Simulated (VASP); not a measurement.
## NaF (Villiaumite): single point with LDA

NaF (Villiaumite):

```xyz
2
Lattice="3.2810 0.0000 0.0000 1.6405 2.8414 0.0000 1.6405 0.9471 2.6789" Properties=species:S:1:pos:R:3 pbc="T T T"
Na    0.0000    0.0000    0.0000
F     3.2810    1.8943    1.3395
```

* Program: VASP 6.6.1
* Task: single point
* Functional: LDA
* Potentials or basis: VASP PAW LDA potentials, release 64 (Na_pv, F)
* Cutoff: 600 eV
* k mesh: 7 × 7 × 7
* Occupations: gaussian, width 0.01 eV
* Spin: no spin polarisation
* Dipole correction: no
* Further INCAR settings: ALGO = Normal; EDIFF = 1e-06; NBANDS = 14

```yaml
Pressure: -4.7 GPa
Band_gap_on_the_k_mesh: 5.94 eV, direct
```

Levels at points of the mesh, in eV from the valence-band top:
| k point | band 5 | band 6 | band 7 | band 8 | band 9 | band 10 |
| --- | --- | --- | --- | --- | --- | --- |
| (0.00, 0.00, 0.00) | 0.00 | 0.00 | 0.00 | 5.94 | 18.51 | 18.51 |

Run time: 14 s on 1 thread of Intel Xeon 8259CL, with other jobs on the host, peak memory 0.13 GiB.
